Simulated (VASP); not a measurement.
C:

```
C
1.0
     3.44549    0.00000    0.00000
     0.00000    3.44549    0.00000
     0.00000    0.00000    4.17987
C
4
Direct
  0.19791 0.50000 0.00000
  0.80209 0.50000 0.00000
  0.50000 0.19791 0.00000
  0.50000 0.80209 0.00000
```

| Quantity | Value |
| --- | --- |
| Program | VASP 6.6.1 |
| Task | relaxation of cell and atoms |
| Functional | PBE |
| Potentials or basis | VASP PAW PBE potentials, release 64 (C_h) |
| Cutoff | 910 eV |
| k mesh | 6 × 6 × 4 |
| Occupations | gaussian, width 0.1 eV |
| Spin | no spin polarisation |

At the start: pressure -0.3 GPa; volume 12.41 Å³/atom.

Question: How do energy, volume and symmetry change on relaxing?

Answer: Over 3 steps the energy falls by 2.4 meV/atom and the volume is 12.40 Å³/atom (-0.1 %); space group P4/mmm (No. 123, to 0.05 Å).

The path:
```csv
step,energy change (eV),largest force (eV/Å),pressure (GPa),volume (Å³)
1,0.0000,0.7688,-0.31,49.62
2,0.2212,3.8173,2.73,49.45
3,-0.0095,0.0360,-0.19,49.59
```

Final structure:
```
C
1.0
     3.44480    0.00000    0.00000
     0.00000    3.44480    0.00000
     0.00000    0.00000    4.17899
C
4
Direct
  0.19978 0.50000 0.00000
  0.80022 0.50000 0.00000
  0.50000 0.19978 0.00000
  0.50000 0.80022 0.00000
```

Caveat: the k points lie up to 0.38 Å⁻¹ apart in the final cell; the cutoff is under 1.25 times the usual one of these potentials, so pressure, stress and relaxed cells hold a basis-set (Pulay) error; this functional lacks dispersion, which binds the layers, so the pressure and a relaxed spacing across them are unreliable.
